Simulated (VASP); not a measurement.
Runs of VASP 6.6.1 on ZnGe2N2. The structure is that of space group P-6m2 (No. 187), or close to it. The cells are those of the table. The cell was generated, and may not be a known phase.

```csv
task,cell,k mesh,cutoff (eV),gap on the mesh (eV),pressure (GPa),relaxed volume (Å³/atom)
relaxation of cell and atoms,"relaxed from a = 4.938, b = 4.938, c = 4.272 Å, angles 90.0, 90.0, 120.0°, 5 atoms",6 × 6 × 4,600,none,0.1,(a)
relaxation of cell and atoms,"relaxed from a = 3.981, b = 3.981, c = 5.084 Å, angles 90.0, 90.0, 120.0°, 5 atoms",12 × 12 × 8,600,none,0.0,14.03
single point,"a = 3.981, b = 3.981, c = 5.084 Å, angles 90.0, 90.0, 120.0°, 5 atoms",6 × 6 × 4,520,none,0.3,-
single point,"a = 3.986, b = 3.986, c = 5.088 Å, angles 90.0, 90.0, 120.0°, 5 atoms",12 × 12 × 8,520,none,0.3,-
single point,"a = 4.938, b = 4.938, c = 4.272 Å, angles 90.0, 90.0, 120.0°, 5 atoms",6 × 6 × 4,520,none,-4.7,-
```

Alike in all rows: level PBE; potentials or basis VASP PAW PBE potentials, release 64 (Zn, Ge_d, N); no spin polarisation; smearing gaussian 0.1 eV.

Estimate the missing entries.

(a) 13.98.

Caveats: some runs use coarse meshes; the volume moved by over 15 % at a fixed basis, so the end points are rough (at least some runs).

A k mesh can miss the band edges, and the runs leave out spin-orbit coupling on Ge.

A gap of «none» marks levels without a gap at the run's occupations.
